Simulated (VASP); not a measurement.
# HfTa4F (I4/mmm) in VASP: notebook

Runs on HfTa4F. Level: PBE. Tasks: single point.

Program: VASP 6.6.1. These are calculated values, not measurements. Logs are shortened: lines on timing, memory, paths and dates and some standing lists are left out, and cuts for length are marked.

## 1. The cell of the first run

It takes space group I4/mmm (No. 139, tetragonal). Conventional cell: a = 5.975 Å, b = 5.975 Å, c = 6.027 Å, α = 90.00°, β = 90.00°, γ = 90.00°. Hf (site symmetry 4/mmm) has 8 Ta at 2.59 Å and 2 F at 3.01 Å within 3.4 Å. Ta (site symmetry 2/m) has 2 Hf at 2.59 Å and 2 F at 2.59 Å and 6 Ta at 2.99 to 3.01 Å within 3.4 Å. F (site symmetry 4/mmm) has 8 Ta at 2.59 Å and 2 Hf at 3.01 Å within 3.4 Å.

The cell was generated, and may not be a known phase.

## 2. Single point, PBE, collinear spin

INCAR

```
PREC = Accurate ; ENCUT = 600
EDIFF = 1E-6 ; ISMEAR = 0
SIGMA = 0.1 ; LREAL = False
LASPH = True ; NELM = 200
ALGO = Normal ; ISIF = 2
LWAVE = False ; LCHARG = False
ISPIN = 2 ; MAGMOM = 0 1 1 1 1 0
LORBIT = 11 ; LMAXMIX = 4
GGA = PE ; NBANDS = 44
GGA_COMPAT = False
```

KPOINTS

```
Automatic mesh
0
Gamma
  4 4 4
```

POSCAR

```
HfTa4F
1.0
   -2.9875685800      2.9875685800      3.0136688800
    2.9875685800     -2.9875685800      3.0136688800
    2.9875685800      2.9875685800     -3.0136688800
Hf Ta F
1 4 1
Direct
    0.5000000000      0.5000000000      0.0000000000
    0.5000000000      0.5000000000      0.5000000000
    0.0000000000      0.0000000000      0.5000000000
    0.5000000000      0.0000000000      0.0000000000
    0.0000000000      0.5000000000      0.0000000000
    0.0000000000      0.0000000000      0.0000000000
```

Potentials or basis: VASP PAW PBE potentials, release 64 (Hf_pv, Ta_pv, F).

Started as:

```console
> cat potpaw_PBE.64/Hf_pv/POTCAR potpaw_PBE.64/Ta_pv/POTCAR potpaw_PBE.64/F/POTCAR > POTCAR
> mpirun -np 1 vasp_std > vasp.out
```

OUTCAR:

```text
PREC = Accurate
   ENCUT = 600
   EDIFF = 1E-6
   ISMEAR = 0
   LREAL = False
   LASPH = True
   NELM = 200
   ISIF = 2
   ISPIN = 2
   LORBIT = 11
   GGA = PE

 ion  position               nearest neighbor table
   1  0.500  0.500  0.000-   2 2.59   3 2.59   4 2.59   5 2.59   2 2.59   4 2.59   5 2.59   3 2.59

   2  0.500  0.500  0.500-   1 2.59   6 2.59   1 2.59   6 2.59   5 2.99   4 2.99   5 2.99   4 2.99
                             3 3.01   3 3.01
   3  0.000  0.000  0.500-   1 2.59   6 2.59   6 2.59   1 2.59   5 2.99   5 2.99   4 2.99   4 2.99
                             2 3.01   2 3.01
   4  0.500  0.000  0.000-   1 2.59   6 2.59   1 2.59   6 2.59   3 2.99   2 2.99   2 2.99   3 2.99
                             5 3.01   5 3.01
   5  0.000  0.500  0.000-   1 2.59   6 2.59   6 2.59   1 2.59   3 2.99   3 2.99   2 2.99   2 2.99
                             4 3.01   4 3.01
   6  0.000  0.000  0.000-   2 2.59   3 2.59   4 2.59   5 2.59   3 2.59   5 2.59   4 2.59   2 2.59

  LATTYP: Found a body centered tetragonal cell.
 ALAT       =     5.9751371600
 C/A-ratio  =     1.0087363015

  Lattice vectors:

 A1 = (  -2.9875685800,   2.9875685800,   3.0136688800)
 A2 = (   2.9875685800,  -2.9875685800,   3.0136688800)
 A3 = (   2.9875685800,   2.9875685800,  -3.0136688800)

Analysis of symmetry for initial positions (statically):
=====================================================================
 Subroutine PRICEL returns:
 Original cell was already a primitive cell.

 Routine SETGRP: Setting up the symmetry group for a
 body centered tetragonal supercell.

 Subroutine GETGRP returns: Found 16 space group operations
 (whereof 16 operations were pure point group operations)
 out of a pool of 16 trial point group operations.

The static configuration has the point symmetry D_4h.

Analysis of symmetry for dynamics (positions and initial velocities):
=====================================================================
 Subroutine PRICEL returns:
 Original cell was already a primitive cell.

 Routine SETGRP: Setting up the symmetry group for a
 body centered tetragonal supercell.

 Subroutine GETGRP returns: Found 16 space group operations
 (whereof 16 operations were pure point group operations)
 out of a pool of 16 trial point group operations.

The dynamic configuration has the point symmetry D_4h.

Analysis of structural, dynamic, and magnetic symmetry:
=====================================================================
 Subroutine PRICEL returns:
 Original cell was already a primitive cell.

 Routine SETGRP: Setting up the symmetry group for a
 body centered tetragonal supercell.

 Subroutine GETGRP returns: Found 16 space group operations
 (whereof 16 operations were pure point group operations)
 out of a pool of 16 trial point group operations.

The overall configuration has the point symmetry D_4h.

 Subroutine INISYM returns: Found 16 space group operations
 (whereof 16 operations are pure point group operations),
 and found     1 'primitive' translations

----------------------------------------------------------------------------------------

                                     Primitive cell

  volume of cell :     107.5948

  direct lattice vectors                    reciprocal lattice vectors
    -2.987568580  2.987568580  3.013668880     0.000000000  0.167360175  0.165910729
     2.987568580 -2.987568580  3.013668880     0.167360175  0.000000000  0.165910729
     2.987568580  2.987568580 -3.013668880     0.167360175  0.167360175  0.000000000

  length of vectors
     5.189733342  5.189733342  5.189733342     0.235660345  0.235660345  0.236683029

  position of ions in fractional coordinates (direct lattice)
     0.500000000  0.500000000  0.000000000
     0.500000000  0.500000000  0.500000000
     0.000000000  0.000000000  0.500000000
     0.500000000  0.000000000  0.000000000
     0.000000000  0.500000000  0.000000000
     0.000000000  0.000000000  0.000000000

  ion indices of the primitive-cell ions
   primitive index   ion index
                 1           1
                 2           2
                 3           3
                 4           4
                 5           5
                 6           6

----------------------------------------------------------------------------------------

 KPOINTS: Automatic mesh

Automatic generation of k-mesh.
 Grid dimensions read from file:
 generate k-points for:    4    4    4

 Generating k-lattice:

  Cartesian coordinates                     Fractional coordinates (reciprocal lattice)
     0.000000000  0.041840044  0.041477682     0.250000000  0.000000000  0.000000000
     0.041840044  0.000000000  0.041477682     0.000000000  0.250000000  0.000000000
     0.041840044  0.041840044  0.000000000     0.000000000  0.000000000  0.250000000

  Length of vectors
     0.058915086  0.058915086  0.059170757

  Shift w.r.t. Gamma in fractional coordinates (k-lattice)
     0.000000000  0.000000000  0.000000000

 Subroutine IBZKPT returns following result:
 ===========================================

 Found     13 irreducible k-points:

 Following reciprocal coordinates:
            Coordinates               Weight
  0.000000  0.000000  0.000000      1.000000
  0.250000  0.000000 -0.000000      8.000000
  0.500000  0.000000 -0.000000      4.000000
  0.250000  0.250000 -0.000000      8.000000
  0.500000  0.250000 -0.000000     16.000000
 -0.250000  0.250000  0.000000      4.000000
  0.500000  0.500000 -0.000000      2.000000
  0.250000  0.250000  0.250000      2.000000
 -0.250000  0.250000  0.250000      4.000000
  0.500000  0.500000  0.250000      4.000000
 -0.250000  0.500000  0.250000      8.000000
 -0.250000 -0.250000  0.250000      2.000000
  0.500000  0.500000  0.500000      1.000000
   k-points           NKPTS =     13   k-points in BZ     NKDIM =     13   number of bands    NBANDS=     44
   number of dos      NEDOS =    301   number of ions     NIONS =      6
   total plane-waves  NPLWV =  74088
   dimension x,y,z NGX =    42 NGY =   42 NGZ =   42
   dimension x,y,z NGXF=    84 NGYF=   84 NGZF=   84
   ions per type =               1   4   1
   NGX,Y,Z   is equivalent  to a cutoff of  13.45, 13.45, 13.45 a.u.
   NGXF,Y,Z  is equivalent  to a cutoff of  26.91, 26.91, 26.91 a.u.
 SYSTEM =  unknown system
   PREC   = accura    normal or accurate (medium, high low for compatibility)
   ISTART =      0    job   : 0-new  1-cont  2-samecut
   ICHARG =      2    charge: 1-file 2-atom 10-const
   ISPIN  =      2    spin polarized calculation?
   LNONCOLLINEAR =      F non collinear calculations
   LSORBIT =      F    spin-orbit coupling
   LASPH  =      T    aspherical Exc in radial PAW
   ENCUT  =  600.0 eV  44.10 Ry    6.64 a.u.  10.37 10.37 10.37*2*pi/ulx,y,z
   NELM   =    200;   NELMIN=  2; NELMDL= -5     # of ELM steps
   EDIFF  = 0.1E-05   stopping-criterion for ELM
   LREAL  =      F    real-space projection
   EDIFFG = 0.1E-04   stopping-criterion for IOM
   NSW    =      0    number of steps for IOM
   IBRION =     -1    ionic relax: 0-MD 1-quasi-New 2-CG
   NFREE  =      0    steps in history (QN), initial steepest desc. (CG)
   ISIF   =      2    stress and relaxation
   ISYM   =      2    0-nonsym 1-usesym 2-fastsym
   POTIM  = 0.5000    time-step for ionic-motion
   TEBEG  =    0.0;   TEEND  =   0.0 temperature during run
   PSTRESS=    0.0 pullay stress
   NELECT =      61.0000    total number of electrons
   NUPDOWN=      -1.0000    fix difference up-down
   EMIN   =  10.00;   EMAX   =-10.00  energy-range for DOS
   EFERMI =   0.00;   METHOD = LEGACY
   ISMEAR =     0;   SIGMA  =   0.10  broadening in eV -4-tet -1-fermi 0-gaus
   EFERMI_NEDOS =   21; number of points for ismear=-14 and -15
   IALGO  =     38    algorithm
   IMIX   =      4    mixing-type and parameters
     AMIX     =   0.40;   BMIX     =  1.00
     AMIX_MAG =   1.60;   BMIX_MAG =  1.00
  volume/ion in A,a.u.               =      17.93       121.01
  Fermi-wavevector in a.u.,A,eV,Ry     =   1.354943  2.560471 24.978533  1.835870
  Thomas-Fermi vector in A             =   2.482072
   LORBIT       =     11    0 simple, 1 ext, 2 COOP (PROOUT), +10 PAW based schemes
   GGA     = PE    functional components
   LHFCALC =     F    Hartree Fock is set to
   AEXX    =    0.0000 exact exchange contribution
   IVDW    =     0    specifies the selected vdW correction
   LEPSILON=     F    determine dielectric tensor
   LRPA    =     F    only Hartree local field effects (RPA)
 spin polarized calculation
 Gauss-broadening in eV      SIGMA  =   0.10
  energy-cutoff  :      600.00
  volume of cell :      107.59
 maximum number of plane-waves:      3612
 NGX is ok and might be reduce to    42
   NGX = 21   NGY = 21   NGZ = 21

 number of electron      61.0000020 magnetization      -0.0004541

 number of electron      61.0000020 magnetization       0.0000540

 Free energy of the ion-electron system (eV)
  ---------------------------------------------------
  ext. energy  EPLUGINS =         0.00000000
  ---------------------------------------------------
  free energy    TOTEN  =       -52.06719736 eV

  energy without entropy =      -52.02580480  energy(sigma->0) =      -52.04650108

 E-fermi :   5.0565     XC(G=0): -11.8322

 val. band max:        5.0409259271   @ k =   0.5000   0.5000   0.5000
 cond. band min:       5.0771345843   @ k =   0.0000   0.0000   0.0000
 fundamental gap:      0.0362086572
 Fermi energy:         5.0564867450

 spin component 1

 k-point     1 :       0.0000    0.0000    0.0000
  band No.  band energies     occupation
      1     -29.8890      1.00000
      2     -29.7556      1.00000
      3     -29.7556      1.00000
      4     -29.6348      1.00000
      5     -29.6348      1.00000
      6     -29.5018      1.00000
[... 34 lines left out ...]
     41       9.9882      0.00000
     42       9.9882      0.00000
[... 498 lines left out ...]
      1     -29.8245      1.00000
      2     -29.6130      1.00000
      3     -29.5795      1.00000
      4     -29.5795      1.00000
      5     -29.5644      1.00000
      6     -29.5255      1.00000
[... 34 lines left out ...]
     41       8.5306      0.00000
     42       8.7363      0.00000
 Fermi energy:         5.0564867450

 spin component 2

 k-point     1 :       0.0000    0.0000    0.0000
  band No.  band energies     occupation
      1     -29.8890      1.00000
      2     -29.7556      1.00000
      3     -29.7556      1.00000
      4     -29.6348      1.00000
      5     -29.6348      1.00000
      6     -29.5018      1.00000
[... 34 lines left out ...]
     41       9.9883      0.00000
     42       9.9883      0.00000
[... 498 lines left out ...]
      1     -29.8245      1.00000
      2     -29.6130      1.00000
      3     -29.5795      1.00000
      4     -29.5795      1.00000
      5     -29.5644      1.00000
      6     -29.5255      1.00000
[... 34 lines left out ...]
     41       8.5306      0.00000
     42       8.7363      0.00000
 [bands above 42 left out]

------------------------ aborting loop because EDIFF is reached ----------------------------------------

  FORCE on cell =-STRESS in cart. coord.  units (eV):
  Direction    XX          YY          ZZ          XY          YZ          ZX
  --------------------------------------------------------------------------------------
  -------------------------------------------------------------------------------------
  Total       10.6162654     10.6162654     12.1951165      0.0000000      0.0000000      0.0000000
  in kB      158.0851430    158.0851430    181.5955672      0.0000000      0.0000000      0.0000000
  external PRESSURE =     165.9219510 kB  Pullay stress =       0.0000000 kB

 VOLUME and BASIS-vectors are now :
 -----------------------------------------------------------------------------
  energy-cutoff  :      600.00
  volume of cell :      107.59
      direct lattice vectors                 reciprocal lattice vectors
    -2.987568580  2.987568580  3.013668880     0.000000000  0.167360175  0.165910729
     2.987568580 -2.987568580  3.013668880     0.167360175  0.000000000  0.165910729
     2.987568580  2.987568580 -3.013668880     0.167360175  0.167360175  0.000000000

 POSITION                                       TOTAL-FORCE (eV/Angst)
 -----------------------------------------------------------------------------------
      0.00000      0.00000      3.01367         0.000000      0.000000      0.000000
      1.49378      1.49378      1.50683        -0.000000      0.000000     -0.000000
      1.49378      1.49378     -1.50683        -0.000000     -0.000000     -0.000000
     -1.49378      1.49378      1.50683        -0.000000     -0.000000      0.000000
      1.49378     -1.49378      1.50683         0.000000     -0.000000     -0.000000
      0.00000      0.00000      0.00000        -0.000000     -0.000000      0.000000
 -----------------------------------------------------------------------------------
    total drift:                               -0.000000     -0.000000      0.000000

  FREE ENERGIE OF THE ION-ELECTRON SYSTEM (eV)
  ---------------------------------------------------
  free  energy   TOTEN  =       -52.0671973603 eV

  energy  without entropy=      -52.0258047955  energy(sigma->0) =      -52.04650108

 total charge

# of ion       s       p       d       tot
------------------------------------------
    1        0.542   6.521   2.456   9.519
    2        0.397   6.086   2.432   8.915
    3        0.397   6.086   2.432   8.915
    4        0.397   6.086   2.432   8.915
    5        0.397   6.086   2.432   8.915
    6        1.796   4.215   0.000   6.012
--------------------------------------------------
tot          3.927  35.080  12.183  51.190

 magnetization (x)

# of ion       s       p       d       tot
------------------------------------------
    1        0.000   0.000   0.000   0.000
    2        0.000  -0.000   0.000   0.000
    3        0.000  -0.000   0.000   0.000
    4        0.000  -0.000   0.000   0.000
    5        0.000  -0.000   0.000   0.000
    6       -0.000   0.000   0.000   0.000
--------------------------------------------------
tot          0.000   0.000   0.000   0.000
```

Wall time 4.7 min (1 thread of Oxide Virtual Turin-like, shared host); peak memory 0.35 GiB.

What came out:

- Free energy: -52.0672 eV
- Pressure: 16.6 GPa
- Net moment: 0.00 μB per cell
- Valence electrons inside the program's atomic spheres: Hf 9.52; Ta 8.91; F 6.01

Caveat: the k points lie up to 0.37 Å⁻¹ apart; spin-orbit coupling is left out, which moves the levels of the heavy elements.

## 3. Single point, PBE, collinear spin

This run uses another cell than the first one, of 21.06 Å³/atom.

INCAR

```
PREC = Accurate
ENCUT = 600
EDIFF = 1E-6
ISMEAR = 0
SIGMA = 0.1
LREAL = False
LASPH = True
NELM = 200
ALGO = Normal
ISIF = 2
LWAVE = False
LCHARG = False
ISPIN = 2
MAGMOM = 0 1 1 1 1 0
LORBIT = 11
LMAXMIX = 4
GGA = PE
NBANDS = 44
GGA_COMPAT = False
```

KPOINTS is that of step 2.

POSCAR: that of step 2 with these lines changed.

```diff
@@ -2,5 +2,5 @@
 1.0
-   -2.9875685800      2.9875685800      3.0136688800
-    2.9875685800     -2.9875685800      3.0136688800
-    2.9875685800      2.9875685800     -3.0136688800
+   -2.7536164601      2.7536164601      4.1660038150
+    2.7536164601     -2.7536164601      4.1660038150
+    2.7536164601      2.7536164601     -4.1660038150
 Hf Ta F
```

Potentials or basis: VASP PAW PBE potentials, release 64 (Hf_pv, Ta_pv, F).

Started as:

```console
> cat potpaw_PBE.64/Hf_pv/POTCAR potpaw_PBE.64/Ta_pv/POTCAR potpaw_PBE.64/F/POTCAR > POTCAR
> mpirun -np 1 vasp_std > vasp.out
```

Run time: 8.6 min. Hardware: 1 thread of Oxide Virtual Turin-like, shared host; peak memory 0.45 GiB.

The run converged. Its results:

```yaml
Free_energy: -53.5183 eV
Pressure: 0.1 GPa
Net_moment: 0.00 μB per cell
Valence_electrons_inside_the_program's_atomic_spheres: Hf 8.65; Ta 8.90; F 5.97
```

Stress tensor (GPa, compression positive):
```
-0.03  0.00  0.00
 0.00 -0.03  0.00
 0.00  0.00  0.24
```

Levels at points of the mesh, in eV from the Fermi level:
Spin up:
| k point | band 26 | band 27 | band 28 | band 29 | band 30 | band 31 | band 32 | band 33 | band 34 | band 35 |
| --- | --- | --- | --- | --- | --- | --- | --- | --- | --- | --- |
| (0.00, 0.00, 0.00) | -2.36 | -1.48 | -1.24 | -1.24 | -1.11 | 1.34 | 1.34 | 2.26 | 2.38 | 2.38 |
| (0.50, 0.00, 0.00) | -1.46 | -1.27 | -0.73 | -0.40 | -0.23 | -0.02 | 0.28 | 0.33 | 0.77 | 1.12 |
| (0.50, 0.50, 0.00) | -0.96 | -0.77 | -0.47 | -0.40 | -0.02 | 0.58 | 0.63 | 0.70 | 0.84 | 1.02 |
| (0.50, 0.50, 0.50) | -1.30 | -0.65 | -0.65 | -0.46 | -0.34 | -0.11 | 0.64 | 0.64 | 1.40 | 1.40 |
Spin down:
```csv
k point,band 26,band 27,band 28,band 29,band 30,band 31,band 32,band 33,band 34,band 35
"(0.00, 0.00, 0.00)",-2.36,-1.48,-1.24,-1.24,-1.11,1.34,1.34,2.26,2.38,2.38
"(0.50, 0.00, 0.00)",-1.46,-1.27,-0.73,-0.40,-0.23,-0.02,0.28,0.33,0.77,1.12
"(0.50, 0.50, 0.00)",-0.96,-0.77,-0.47,-0.40,-0.02,0.58,0.63,0.70,0.84,1.02
"(0.50, 0.50, 0.50)",-1.30,-0.65,-0.65,-0.46,-0.34,-0.11,0.64,0.64,1.40,1.40
```

Caveat: spin-orbit coupling is left out, which moves the levels of the heavy elements.
